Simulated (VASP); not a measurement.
Wanted: the native input for a VASP 6.6.1 run.

- Task: single point
- Functional: PBE
- Potentials or basis: VASP PAW PBE potentials, release 64 (Ta_pv, Te)
- Cutoff: 520 eV
- k mesh: 10 × 10 × 10
- Occupations: gaussian, width 0.05 eV
- Spin: non-collinear spin, typed start, spin-orbit coupling
- Starting moments: [[0.0, 0.0, 2.0], [0.0, 0.0, 0.0]] μB
- Dipole correction: no
- Further INCAR settings: ALGO = Fast; EDIFF = 1e-06; NBANDS = 29

The structure of TaTe lies in POSCAR:

```
TaTe
1.0
    0.0000000000      2.8479472292      2.8479472292
    2.8479472292      0.0000000000      2.8479472292
    2.8479472292      2.8479472292      0.0000000000
Ta Te
1 1
Direct
    0.5000000000      0.5000000000      0.5000000000
    0.0000000000      0.0000000000      0.0000000000
```

The input as run:

INCAR

```
SYSTEM = TaTe
PREC = Accurate
ENCUT = 520
EDIFF = 1E-6
ISMEAR = 0
SIGMA = 0.05
LREAL = .FALSE.
LASPH = .TRUE.
NELM = 150
ALGO = Fast
ISIF = 2
LWAVE = .FALSE.
LCHARG = .FALSE.
MAGMOM = 0 0 2 0 0 0
LORBIT = 11
LSORBIT = .TRUE.
GGA_COMPAT = .FALSE.
LORBMOM = .TRUE.
LMAXMIX = 4
GGA = PE
NBANDS = 29
```

KPOINTS

```
Automatic mesh
0
G
  10 10 10
  0 0 0
```

Potentials or basis: VASP PAW PBE potentials, release 64 (Ta_pv, Te).

Launch:

```sh
$ cat potpaw_PBE.64/Ta_pv/POTCAR potpaw_PBE.64/Te/POTCAR > POTCAR
$ mpirun -np 1 vasp_ncl > vasp.out
```

Results of the run:

* Pressure: 0.5 GPa
* Net moment: 0.23 μB per cell
* Valence electrons inside the program's atomic spheres: Ta 8.77; Te 3.50

Caveat: a moment this small can come from the mesh or the smearing.

Wall time 10 min on 1 thread of Oxide Virtual Turin-like Processor (shared host), peak memory 0.44 GiB.
